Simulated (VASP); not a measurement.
Here is a VASP 6.6.1 calculation.

File INCAR:

```
SYSTEM = Al
PREC = Accurate ; ENCUT = 520
EDIFF = 1E-6 ; ISMEAR = 0
SIGMA = 0.2 ; LREAL = .FALSE.
LASPH = .TRUE. ; NELM = 60
ALGO = Fast ; ISIF = 2
LWAVE = .FALSE. ; LCHARG = .FALSE.
GGA = PE ; NBANDS = 22
```

The input KPOINTS:

```
Automatic mesh
0
G
  6 6 6
  0 0 0
```

Contents of POSCAR:

```
Al
1.0
    5.6229820880     -0.0004742305     -0.0020736105
    2.8113745724      5.0142473081     -0.0101360856
    2.8084081704     -0.0088402443      4.7107482362
Al
8
Direct
    0.0414338296     -0.0827277633     -0.0000834746
    1.0414015578      0.4172760666     -0.0000165512
    0.9585743149      0.0827411686      0.5000609055
    0.9585791428      0.5827491255      0.5000513599
    0.4586055223      0.5827189493      0.5000412933
    0.4585705647      0.0827300214      0.5000606988
    0.5414088574      0.4172527810     -0.0000277627
    0.5414262104     -0.0827403490     -0.0000864690
```

Potentials or basis: VASP PAW PBE potentials, release 64 (Al).

Command:

```console
$ cat potpaw_PBE.64/Al/POTCAR > POTCAR
$ mpirun -np 1 vasp_std > vasp.out
```

Q: Estimate the pressure.

A: 0.1 GPa.

Q: Predict the band gap on the k mesh.

A: Zero (bands 12 and 13 overlap by 5.48 eV).

Stress tensor (GPa, compression positive):
```
0.11 0.01 0.01
0.01 0.08 0.07
0.01 0.07 0.09
```
